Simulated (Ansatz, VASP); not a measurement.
Two plane-wave programs on GaN

```
Ga N
1.0
     3.18000    0.00000    0.00000
    -1.59000    2.75396    0.00000
     0.00000    0.00000    5.16600
Ga N
2 2
Direct
  0.33333 0.66667 0.00000
  0.66667 0.33333 0.50000
  0.30189 0.66667 0.39436
  0.66667 0.33333 0.87500
```

Alike in both runs: task single point; functional PBE; k mesh 12 × 12 × 6; occupations gaussian, width 0.05 eV; no spin polarisation.

|  | VASP | Ansatz |
| --- | --- | --- |
| version | VASP 6.6.1 | Ansatz 0.2.0 |
| potentials or method | VASP PAW PBE potentials, release 64 (Ga_d, N), cutoff 520 eV | scalar-relativistic, plane waves, PAW |
| valence electrons in the cell | 36 | 36 |

Ansatz gave:

```
gap on the k mesh at the Fermi level (eV)                     : 1.91
least direct gap on the mesh (eV)                             : 1.91
pressure (GPa)                                                : 8.5
traceless stress, the component that is largest in VASP (GPa) : 4.56
rms of the force components (eV/Å)                            : 0.859
```

Problem. What did VASP give for the same quantities?

Solution. gap on the k mesh at the Fermi level (eV): 1.91; least direct gap on the mesh (eV): 1.91; pressure (GPa): 8.5; traceless stress, the component that is largest in VASP (GPa): 4.47; rms of the force components (eV/Å): 0.847.

Atom by atom the forces differ by 0.013 eV/Å (rms over components).
